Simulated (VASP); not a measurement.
# PbO2 (Fm-3m) in VASP: a series of runs, part 2 of 2

VASP 6.6.1.

## Step 3: Single point, PBE+U, collinear spin, zero start

INCAR reads:

```
SYSTEM = PbO2
PREC = Accurate
ENCUT = 600
EDIFF = 1E-6
ISMEAR = 0
SIGMA = 0.1
LREAL = .FALSE.
LASPH = .TRUE.
NELM = 200
ALGO = Normal
ISIF = 2
LWAVE = .FALSE.
LCHARG = .FALSE.
ISPIN = 2
MAGMOM = 0 0 0
LORBIT = 11
LDAU = .TRUE.
LDAUTYPE = 2
LDAUL = -1 1
LDAUU = 0 1.6
LDAUJ = 0 0
LDAUPRINT = 1
GGA = PE
NBANDS = 24
GGA_COMPAT = .FALSE.
```

KPOINTS reads:

```
regular mesh
0
G
  6 6 6
  0 0 0
```

POSCAR reads:

```
PbO2
1.0
    0.0000000000      2.7019920000      2.7019920000
    2.7019920000      0.0000000000      2.7019920000
    2.7019920000      2.7019920000      0.0000000000
Pb O
1 2
Direct
    0.0000000000      0.0000000000      0.0000000000
    0.2500000000      0.2500000000      0.2500000000
    0.7500000000      0.7500000000      0.7500000000
```

Potentials or basis: VASP PAW PBE potentials, release 64 (Pb_d, O).

Command:

```
$ cat potpaw_PBE.64/Pb_d/POTCAR potpaw_PBE.64/O/POTCAR > POTCAR
$ mpirun -np 1 vasp_std > vasp.out
```

OUTCAR:

```text
SYSTEM = PbO2
   PREC = Accurate
   ENCUT = 600
   EDIFF = 1E-6
   ISMEAR = 0
   LREAL = .FALSE.
   LASPH = .TRUE.
   NELM = 200
   ISIF = 2
   ISPIN = 2
   LORBIT = 11
   GGA = PE

 ion  position               nearest neighbor table
   1  0.000  0.000  0.000-   3 2.34   3 2.34   3 2.34   2 2.34   2 2.34   2 2.34   3 2.34   2 2.34

   2  0.250  0.250  0.250-   1 2.34   1 2.34   1 2.34   1 2.34
   3  0.750  0.750  0.750-   1 2.34   1 2.34   1 2.34   1 2.34

  LATTYP: Found a face centered cubic cell.
 ALAT       =     5.4039840000

  Lattice vectors:

 A1 = (   0.0000000000,   2.7019920000,   2.7019920000)
 A2 = (   2.7019920000,   0.0000000000,   2.7019920000)
 A3 = (   2.7019920000,   2.7019920000,   0.0000000000)

Analysis of symmetry for initial positions (statically):
=====================================================================
 Subroutine PRICEL returns:
 Original cell was already a primitive cell.

 Routine SETGRP: Setting up the symmetry group for a
 face centered cubic supercell.

 Subroutine GETGRP returns: Found 48 space group operations
 (whereof 48 operations were pure point group operations)
 out of a pool of 48 trial point group operations.

The static configuration has the point symmetry O_h .

Analysis of symmetry for dynamics (positions and initial velocities):
=====================================================================
 Subroutine PRICEL returns:
 Original cell was already a primitive cell.

 Routine SETGRP: Setting up the symmetry group for a
 face centered cubic supercell.

 Subroutine GETGRP returns: Found 48 space group operations
 (whereof 48 operations were pure point group operations)
 out of a pool of 48 trial point group operations.

The dynamic configuration has the point symmetry O_h .

Analysis of structural, dynamic, and magnetic symmetry:
=====================================================================
 Subroutine PRICEL returns:
 Original cell was already a primitive cell.

 Routine SETGRP: Setting up the symmetry group for a
 face centered cubic supercell.

 Subroutine GETGRP returns: Found 48 space group operations
 (whereof 48 operations were pure point group operations)
 out of a pool of 48 trial point group operations.

The overall configuration has the point symmetry O_h .

 Subroutine INISYM returns: Found 48 space group operations
 (whereof 48 operations are pure point group operations),
 and found     1 'primitive' translations

----------------------------------------------------------------------------------------

                                     Primitive cell

  volume of cell :      39.4532

  direct lattice vectors                    reciprocal lattice vectors
     0.000000000  2.701992000  2.701992000    -0.185048660  0.185048660  0.185048660
     2.701992000  0.000000000  2.701992000     0.185048660 -0.185048660  0.185048660
     2.701992000  2.701992000  0.000000000     0.185048660  0.185048660 -0.185048660

  length of vectors
     3.821193732  3.821193732  3.821193732     0.320513682  0.320513682  0.320513682

  position of ions in fractional coordinates (direct lattice)
     0.000000000  0.000000000  0.000000000
     0.250000000  0.250000000  0.250000000
     0.750000000  0.750000000  0.750000000

  ion indices of the primitive-cell ions
   primitive index   ion index
[... 68 lines left out ...]
   EDIFFG = 0.1E-04   stopping-criterion for IOM
   NSW    =      0    number of steps for IOM
   IBRION =     -1    ionic relax: 0-MD 1-quasi-New 2-CG
   NFREE  =      0    steps in history (QN), initial steepest desc. (CG)
   ISIF   =      2    stress and relaxation
   ISYM   =      2    0-nonsym 1-usesym 2-fastsym
   POTIM  = 0.5000    time-step for ionic-motion
   TEBEG  =    0.0;   TEEND  =   0.0 temperature during run
   PSTRESS=    0.0 pullay stress
   NELECT =      26.0000    total number of electrons
   NUPDOWN=      -1.0000    fix difference up-down
   EMIN   =  10.00;   EMAX   =-10.00  energy-range for DOS
   EFERMI =   0.00;   METHOD = LEGACY
   ISMEAR =     0;   SIGMA  =   0.10  broadening in eV -4-tet -1-fermi 0-gaus
   EFERMI_NEDOS =   21; number of points for ismear=-14 and -15
   IALGO  =     38    algorithm
   IMIX   =      4    mixing-type and parameters
     AMIX     =   0.40;   BMIX     =  1.00
     AMIX_MAG =   1.60;   BMIX_MAG =  1.00
  volume/ion in A,a.u.               =      13.15        88.75
  Fermi-wavevector in a.u.,A,eV,Ry     =   1.424640  2.692180 27.614384  2.029600
  Thomas-Fermi vector in A             =   2.545110
   LORBIT       =     11    0 simple, 1 ext, 2 COOP (PROOUT), +10 PAW based schemes
 LDA+U is selected, type is set to LDAUTYPE =  2
   angular momentum for each species LDAUL =    -1    1
   U (eV)           for each species LDAUU =   0.0  1.6
   J (eV)           for each species LDAUJ =   0.0  0.0
   GGA     = PE    functional components
   LHFCALC =     F    Hartree Fock is set to
   AEXX    =    0.0000 exact exchange contribution
   IVDW    =     0    specifies the selected vdW correction
   LEPSILON=     F    determine dielectric tensor
   LRPA    =     F    only Hartree local field effects (RPA)
 spin polarized calculation
 Gauss-broadening in eV      SIGMA  =   0.10
  energy-cutoff  :      600.00
  volume of cell :       39.45
 maximum number of plane-waves:      1363
 NGX is ok and might be reduce to    32
   NGX = 15   NGY = 15   NGZ = 15

 number of electron      25.9999996 magnetization       0.0000685

 number of electron      25.9999996 magnetization      -0.0000384

 Free energy of the ion-electron system (eV)
  ---------------------------------------------------
  ext. energy  EPLUGINS =         0.00000000
  ---------------------------------------------------
  free energy    TOTEN  =       -13.25338840 eV

  energy without entropy =      -13.25216543  energy(sigma->0) =      -13.25277691

 E-fermi :   5.6837     XC(G=0): -11.1384

 val. band max:        5.5858384157   @ k =  -0.3333   0.5000   0.1667
 cond. band min:       5.9122117720   @ k =   0.1667   0.1667   0.0000
 fundamental gap:      0.3263733563
 Fermi energy:         5.6836711843

 spin component 1

 k-point     1 :       0.0000    0.0000    0.0000
  band No.  band energies     occupation
      1     -12.8355      1.00000
      2     -10.0785      1.00000
      3     -10.0785      1.00000
      4     -10.0785      1.00000
      5     -10.0135      1.00000
      6      -9.8476      1.00000
[... 421 lines left out ...]
     23      27.0067      0.00000
     24      29.4934      0.00000
 Fermi energy:         5.6836711843

 spin component 2

 k-point     1 :       0.0000    0.0000    0.0000
  band No.  band energies     occupation
      1     -12.8356      1.00000
      2     -10.0785      1.00000
      3     -10.0785      1.00000
      4     -10.0785      1.00000
      5     -10.0135      1.00000
      6      -9.8476      1.00000
[... 421 lines left out ...]
     23      27.0068      0.00000
     24      29.4934      0.00000

------------------------ aborting loop because EDIFF is reached ----------------------------------------

  FORCE on cell =-STRESS in cart. coord.  units (eV):
  Direction    XX          YY          ZZ          XY          YZ          ZX
  --------------------------------------------------------------------------------------
  -------------------------------------------------------------------------------------
  Total       -0.1090687     -0.1090687     -0.1090687      0.0000000      0.0000000     -0.0000000
  in kB       -4.4292344     -4.4292344     -4.4292344      0.0000000      0.0000000     -0.0000000
  external PRESSURE =      -4.4292344 kB  Pullay stress =       0.0000000 kB

 VOLUME and BASIS-vectors are now :
 -----------------------------------------------------------------------------
  energy-cutoff  :      600.00
  volume of cell :       39.45
      direct lattice vectors                 reciprocal lattice vectors
     0.000000000  2.701992000  2.701992000    -0.185048660  0.185048660  0.185048660
     2.701992000  0.000000000  2.701992000     0.185048660 -0.185048660  0.185048660
     2.701992000  2.701992000  0.000000000     0.185048660  0.185048660 -0.185048660

 POSITION                                       TOTAL-FORCE (eV/Angst)
 -----------------------------------------------------------------------------------
      0.00000      0.00000      0.00000        -0.000000     -0.000000     -0.000000
      1.35100      1.35100      1.35100         0.000000      0.000000     -0.000000
      4.05299      4.05299      4.05299        -0.000000     -0.000000      0.000000
 -----------------------------------------------------------------------------------
    total drift:                                0.000000     -0.000000      0.000000

  FREE ENERGIE OF THE ION-ELECTRON SYSTEM (eV)
  ---------------------------------------------------
  free  energy   TOTEN  =       -13.2533884000 eV

  energy  without entropy=      -13.2521654299  energy(sigma->0) =      -13.25277691

 total charge

# of ion       s       p       d       tot
------------------------------------------
    1        1.051   0.659   9.979  11.689
    2        1.588   3.354   0.000   4.942
    3        1.588   3.354   0.000   4.942
--------------------------------------------------
tot          4.227   7.366   9.979  21.573

 magnetization (x)

# of ion       s       p       d       tot
------------------------------------------
    1        0.000   0.000   0.000   0.000
    2        0.000  -0.000   0.000  -0.000
    3        0.000  -0.000   0.000  -0.000
--------------------------------------------------
tot          0.000   0.000   0.000   0.000
```

stdout:

```text
POSCAR found type information on POSCAR PbO
 POSCAR found :  2 types and       3 ions
 scaLAPACK will be used
 LDA part: xc-table for (Slater+PW92), standard interpolation
 POSCAR, INCAR and KPOINTS ok, starting setup
 FFT: planning ... GRIDC
 FFT: planning ... GRID_SOFT
 FFT: planning ... GRID
 WAVECAR not read
 entering main loop
```

It took 24 s on 1 thread of Intel Xeon 6975P-C (Granite Rapids), shared host; peak memory 0.21 GiB.

What came out:

```yaml
Free_energy: -13.2534 eV
Pressure: -0.4 GPa
Band_gap_on_the_k_mesh: zero (filled and empty bands overlap)
Net_moment: 0.00 μB per cell
Valence_electrons_inside_the_program's_atomic_spheres: Pb 11.69; O 4.94
```

Levels at points of the mesh, in eV from the Fermi level:
Spin up:
```tsv
k point	band 9	band 10	band 11	band 12	band 13	band 14	band 15	band 16	band 17	band 18
(0.00, 0.00, 0.00)	-2.05	-2.05	-2.05	-1.28	-1.28	-1.28	6.93	6.93	6.93	11.73
(0.50, 0.00, 0.00)	-3.35	-2.83	-2.83	-1.49	-1.49	2.49	7.08	9.43	9.43	14.33
(0.50, 0.50, 0.00)	-4.53	-4.53	-0.32	-0.22	-0.22	1.59	6.14	9.39	10.74	10.74
```
Spin down:
```tsv
k point	band 9	band 10	band 11	band 12	band 13	band 14	band 15	band 16	band 17	band 18
(0.00, 0.00, 0.00)	-2.05	-2.05	-2.05	-1.28	-1.28	-1.28	6.93	6.93	6.93	11.73
(0.50, 0.00, 0.00)	-3.35	-2.83	-2.83	-1.49	-1.49	2.49	7.08	9.43	9.43	14.33
(0.50, 0.50, 0.00)	-4.53	-4.53	-0.32	-0.22	-0.22	1.59	6.15	9.39	10.74	10.74
```

Caveat: spin-orbit coupling is left out, which moves the levels of the heavy elements.
